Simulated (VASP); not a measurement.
# ZnCd3Te4 (P-43m) in VASP: notebook

The runs below take ZnCd3Te4 through relaxation of the atoms, with PBE.

Everything below comes from runs of VASP 6.6.1. Logs are shortened: lines on timing, memory, paths and dates and some standing lists are left out, and cuts for length are marked.

### Step 1. The cell of the first run

The structure is cubic, space group P-43m (No. 215). Conventional cell: a = 6.236 Å, b = 6.236 Å, c = 6.236 Å, α = 90.00°, β = 90.00°, γ = 90.00°. Within 3.4 Å of Zn (site symmetry -43m) lie 4 Te at 2.59 Å. Cd (site symmetry -42m) has 4 Te at 2.74 Å within 3.6 Å. Te (site symmetry 3m) has 1 Zn at 2.59 Å and 3 Cd at 2.74 Å within 3.4 Å.

### Step 2. Relaxation of the atoms, PBE (30.31 Å³/atom)

INCAR reads:

```
SYSTEM = ZnCd3Te4
PREC = Accurate
ENCUT = 450
EDIFF = 1E-7
ISMEAR = 0
SIGMA = 0.02
LREAL = .False.
LASPH = .True.
NELM = 120
ALGO = Normal
ISIF = 2
LWAVE = .False.
LCHARG = .False.
GGA = PE
IBRION = 2
NSW = 50
EDIFFG = -0.01
GGA_COMPAT = .False.
NELMIN = 4
```

KPOINTS reads:

```
regular mesh
0
Gamma
  4 4 4
  0 0 0
```

POSCAR reads:

```
ZnCd3Te4
1.0
    6.2359364426      0.0000000000      0.0000000000
    0.0000000000      6.2359364426      0.0000000000
    0.0000000000      0.0000000000      6.2359364426
Zn Cd Te
1 3 4
Direct
    0.0000000000      0.0000000000      0.0000000000
    0.0000000000      0.5000000000      0.5000000000
    0.5000000000      0.0000000000      0.5000000000
    0.5000000000      0.5000000000      0.0000000000
    0.7605960592      0.7605960592      0.2394039408
    0.7605960592      0.2394039408      0.7605960592
    0.2394039408      0.7605960592      0.7605960592
    0.2394039408      0.2394039408      0.2394039408
```

Potentials or basis: VASP PAW PBE potentials, release 64 (Zn, Cd, Te).

Command:

```
$ cat potpaw_PBE.64/Zn/POTCAR potpaw_PBE.64/Cd/POTCAR potpaw_PBE.64/Te/POTCAR > POTCAR
$ mpirun -np 1 vasp_std > vasp.out
```

OUTCAR:

```text
SYSTEM = ZnCd3Te4
   PREC = Accurate
   ENCUT = 450
   EDIFF = 1E-7
   ISMEAR = 0
   LREAL = .False.
   LASPH = .True.
   NELM = 120
   ISIF = 2
   GGA = PE
   IBRION = 2
   NSW = 50
   EDIFFG = -0.01
   NELMIN = 4

 ion  position               nearest neighbor table
   1  0.000  0.000  0.000-   5 2.59   6 2.59   7 2.59   8 2.59
   2  0.000  0.500  0.500-   5 2.74   6 2.74   7 2.74   8 2.74
   3  0.500  0.000  0.500-   5 2.74   6 2.74   7 2.74   8 2.74
   4  0.500  0.500  0.000-   5 2.74   6 2.74   7 2.74   8 2.74
   5  0.761  0.761  0.239-   1 2.59   2 2.74   3 2.74   4 2.74
   6  0.761  0.239  0.761-   1 2.59   2 2.74   3 2.74   4 2.74
   7  0.239  0.761  0.761-   1 2.59   2 2.74   3 2.74   4 2.74
   8  0.239  0.239  0.239-   1 2.59   2 2.74   3 2.74   4 2.74

  LATTYP: Found a simple cubic cell.
 ALAT       =     6.2359364426

  Lattice vectors:

 A1 = (   6.2359364426,   0.0000000000,   0.0000000000)
 A2 = (   0.0000000000,   6.2359364426,   0.0000000000)
 A3 = (   0.0000000000,   0.0000000000,   6.2359364426)

Analysis of symmetry for initial positions (statically):
=====================================================================
 Subroutine PRICEL returns:
 Original cell was already a primitive cell.

 Routine SETGRP: Setting up the symmetry group for a
 simple cubic supercell.

 Subroutine GETGRP returns: Found 24 space group operations
 (whereof 24 operations were pure point group operations)
 out of a pool of 48 trial point group operations.

The static configuration has the point symmetry T_d .

Analysis of symmetry for dynamics (positions and initial velocities):
=====================================================================
 Subroutine PRICEL returns:
 Original cell was already a primitive cell.

 Routine SETGRP: Setting up the symmetry group for a
 simple cubic supercell.

 Subroutine GETGRP returns: Found 24 space group operations
 (whereof 24 operations were pure point group operations)
 out of a pool of 48 trial point group operations.

The dynamic configuration has the point symmetry T_d .

 Subroutine INISYM returns: Found 24 space group operations
 (whereof 24 operations are pure point group operations),
 and found     1 'primitive' translations

----------------------------------------------------------------------------------------

                                     Primitive cell

  volume of cell :     242.4963

  direct lattice vectors                    reciprocal lattice vectors
     6.235936443  0.000000000  0.000000000     0.160360839  0.000000000  0.000000000
     0.000000000  6.235936443  0.000000000     0.000000000  0.160360839  0.000000000
     0.000000000  0.000000000  6.235936443     0.000000000  0.000000000  0.160360839

  length of vectors
     6.235936443  6.235936443  6.235936443     0.160360839  0.160360839  0.160360839

  position of ions in fractional coordinates (direct lattice)
     0.000000000  0.000000000  0.000000000
     0.000000000  0.500000000  0.500000000
     0.500000000  0.000000000  0.500000000
     0.500000000  0.500000000  0.000000000
     0.760596059  0.760596059  0.239403941
     0.760596059  0.239403941  0.760596059
     0.239403941  0.760596059  0.760596059
     0.239403941  0.239403941  0.239403941

  ion indices of the primitive-cell ions
   primitive index   ion index
                 1           1
                 2           2
                 3           3
                 4           4
                 5           5
                 6           6
                 7           7
                 8           8

----------------------------------------------------------------------------------------

 KPOINTS: regular mesh

Automatic generation of k-mesh.
 Grid dimensions read from file:
 generate k-points for:    4    4    4

 Generating k-lattice:

  Cartesian coordinates                     Fractional coordinates (reciprocal lattice)
     0.040090210  0.000000000  0.000000000     0.250000000  0.000000000  0.000000000
     0.000000000  0.040090210  0.000000000     0.000000000  0.250000000  0.000000000
     0.000000000  0.000000000  0.040090210     0.000000000  0.000000000  0.250000000

  Length of vectors
     0.040090210  0.040090210  0.040090210

  Shift w.r.t. Gamma in fractional coordinates (k-lattice)
     0.000000000  0.000000000  0.000000000

 Subroutine IBZKPT returns following result:
 ===========================================

 Found     10 irreducible k-points:

 Following reciprocal coordinates:
            Coordinates               Weight
  0.000000  0.000000  0.000000      1.000000
  0.250000  0.000000  0.000000      6.000000
  0.500000  0.000000  0.000000      3.000000
  0.250000  0.250000  0.000000     12.000000
  0.500000  0.250000  0.000000     12.000000
  0.500000  0.500000  0.000000      3.000000
  0.250000  0.250000  0.250000      8.000000
  0.500000  0.250000  0.250000     12.000000
  0.500000  0.500000  0.250000      6.000000
  0.500000  0.500000  0.500000      1.000000
   k-points           NKPTS =     10   k-points in BZ     NKDIM =     10   number of bands    NBANDS=     43
   number of dos      NEDOS =    301   number of ions     NIONS =      8
   total plane-waves  NPLWV = 110592
   dimension x,y,z NGX =    48 NGY =   48 NGZ =   48
   dimension x,y,z NGXF=    96 NGYF=   96 NGZF=   96
   ions per type =               1   3   4
   NGX,Y,Z   is equivalent  to a cutoff of  12.80, 12.80, 12.80 a.u.
   NGXF,Y,Z  is equivalent  to a cutoff of  25.59, 25.59, 25.59 a.u.
 SYSTEM =  ZnCd3Te4
   PREC   = accura    normal or accurate (medium, high low for compatibility)
   ISTART =      0    job   : 0-new  1-cont  2-samecut
   ICHARG =      2    charge: 1-file 2-atom 10-const
   ISPIN  =      1    spin polarized calculation?
   LNONCOLLINEAR =      F non collinear calculations
   LSORBIT =      F    spin-orbit coupling
   LASPH  =      T    aspherical Exc in radial PAW
   ENCUT  =  450.0 eV  33.07 Ry    5.75 a.u.  10.79 10.79 10.79*2*pi/ulx,y,z
   NELM   =    120;   NELMIN=  4; NELMDL= -5     # of ELM steps
   EDIFF  = 0.1E-06   stopping-criterion for ELM
   LREAL  =      F    real-space projection
   EDIFFG = -.1E-01   stopping-criterion for IOM
   NSW    =     50    number of steps for IOM
   IBRION =      2    ionic relax: 0-MD 1-quasi-New 2-CG
   NFREE  =      1    steps in history (QN), initial steepest desc. (CG)
   ISIF   =      2    stress and relaxation
   ISYM   =      2    0-nonsym 1-usesym 2-fastsym
   POTIM  = 0.5000    time-step for ionic-motion
   TEBEG  =    0.0;   TEEND  =   0.0 temperature during run
   PSTRESS=    0.0 pullay stress
   NELECT =      72.0000    total number of electrons
   NUPDOWN=      -1.0000    fix difference up-down
   EMIN   =  10.00;   EMAX   =-10.00  energy-range for DOS
   EFERMI =   0.00;   METHOD = LEGACY
   ISMEAR =     0;   SIGMA  =   0.02  broadening in eV -4-tet -1-fermi 0-gaus
   EFERMI_NEDOS =   21; number of points for ismear=-14 and -15
   IALGO  =     38    algorithm
   IMIX   =      4    mixing-type and parameters
     AMIX     =   0.40;   BMIX     =  1.00
     AMIX_MAG =   1.60;   BMIX_MAG =  1.00
  volume/ion in A,a.u.               =      30.31       204.56
  Fermi-wavevector in a.u.,A,eV,Ry     =   1.092154  2.063872 16.229042  1.192801
  Thomas-Fermi vector in A             =   2.228414
   LORBIT       =      0    0 simple, 1 ext, 2 COOP (PROOUT), +10 PAW based schemes
   GGA     = PE    functional components
   LHFCALC =     F    Hartree Fock is set to
   AEXX    =    0.0000 exact exchange contribution
   IVDW    =     0    specifies the selected vdW correction
   LEPSILON=     F    determine dielectric tensor
   LRPA    =     F    only Hartree local field effects (RPA)
 conjugate gradient relaxation of ions
 non-spin polarized calculation
 Gauss-broadening in eV      SIGMA  =   0.02
  energy-cutoff  :      450.00
  volume of cell :      242.50
 maximum number of plane-waves:      5294
 NGX is ok and might be reduce to    48
   NGX = 21   NGY = 21   NGZ = 21

--------------------------------------- Ionic step        1  -------------------------------------------

 number of electron      71.9999980 magnetization

 Free energy of the ion-electron system (eV)
  ---------------------------------------------------
  ext. energy  EPLUGINS =         0.00000000
  ---------------------------------------------------
  free energy    TOTEN  =       -18.95177502 eV

  energy without entropy =      -18.95177502  energy(sigma->0) =      -18.95177502

------------------------ aborting loop because EDIFF is reached ----------------------------------------

  FORCE on cell =-STRESS in cart. coord.  units (eV):
  Direction    XX          YY          ZZ          XY          YZ          ZX
  --------------------------------------------------------------------------------------
  -------------------------------------------------------------------------------------
  Total        9.7915083      9.7915083      9.7915083      0.0000000      0.0000000     -0.0000000
  in kB       64.6926796     64.6926796     64.6926796      0.0000000      0.0000000     -0.0000000
  external PRESSURE =      64.6926796 kB  Pullay stress =       0.0000000 kB
[... 69 lines left out ...]
  energy  without entropy=      -18.9519831793  energy(sigma->0) =      -18.95198318

--------------------------------------- Ionic step        3  -------------------------------------------

 number of electron      71.9999980 magnetization

 Free energy of the ion-electron system (eV)
  ---------------------------------------------------
  ext. energy  EPLUGINS =         0.00000000
  ---------------------------------------------------
  free energy    TOTEN  =       -18.95205291 eV

  energy without entropy =      -18.95205291  energy(sigma->0) =      -18.95205291

 E-fermi :   3.3271     XC(G=0):  -8.9984

 val. band max:        3.2318041057   @ k =   0.0000   0.0000   0.0000
 cond. band min:       4.3370575122   @ k =   0.0000   0.0000   0.0000
 fundamental gap:      1.1052534065
 Fermi energy:         3.3271409302

 k-point     1 :       0.0000    0.0000    0.0000
  band No.  band energies     occupation
      1      -8.5326      2.00000
      2      -7.7291      2.00000
      3      -7.7291      2.00000
      4      -7.7291      2.00000
      5      -5.2834      2.00000
      6      -5.2834      2.00000
[... 484 lines left out ...]
  FREE ENERGIE OF THE ION-ELECTRON SYSTEM (eV)
  ---------------------------------------------------
  free  energy   TOTEN  =       -18.9520529077 eV

  energy  without entropy=      -18.9520529077  energy(sigma->0) =      -18.95205291

 reached required accuracy - stopping structural energy minimisation
```

Wall time 2.7 min (1 thread of Intel Xeon Platinum 8259CL at 2.50GHz (Skylake/Cascade Lake), shared host); peak memory 0.37 GiB.

Results:

```
Free energy               : -18.9521 eV
Energy gained by relaxing : 0.0 meV/atom
Ionic steps               : 3
Pressure after relaxing   : 6.5 GPa
Band gap on the k mesh    : 1.11 eV
```

Step by step:
| step | energy change (eV) | largest force (eV/Å) | pressure (GPa) |
| --- | --- | --- | --- |
| 1 | 0.0000 | 0.0379 | 6.47 |
| 2 | -0.0002 | 0.0191 | 6.47 |
| 3 | -0.0003 | 0.0012 | 6.46 |

Final structure:
```xyz
8
Lattice="6.2359 0.0000 0.0000 0.0000 6.2359 0.0000 0.0000 0.0000 6.2359" Properties=species:S:1:pos:R:3 pbc="T T T"
Zn    0.0000    0.0000    0.0000
Cd    0.0000    3.1180    3.1180
Cd    3.1180    0.0000    3.1180
Cd    3.1180    3.1180    0.0000
Te    4.7452    4.7452    1.4907
Te    4.7452    1.4907    4.7452
Te    1.4907    4.7452    4.7452
Te    1.4907    1.4907    1.4907
```

Caveat: spin-orbit coupling is left out, which moves the levels of the heavy elements.

(Continued in part 2 of 2.)
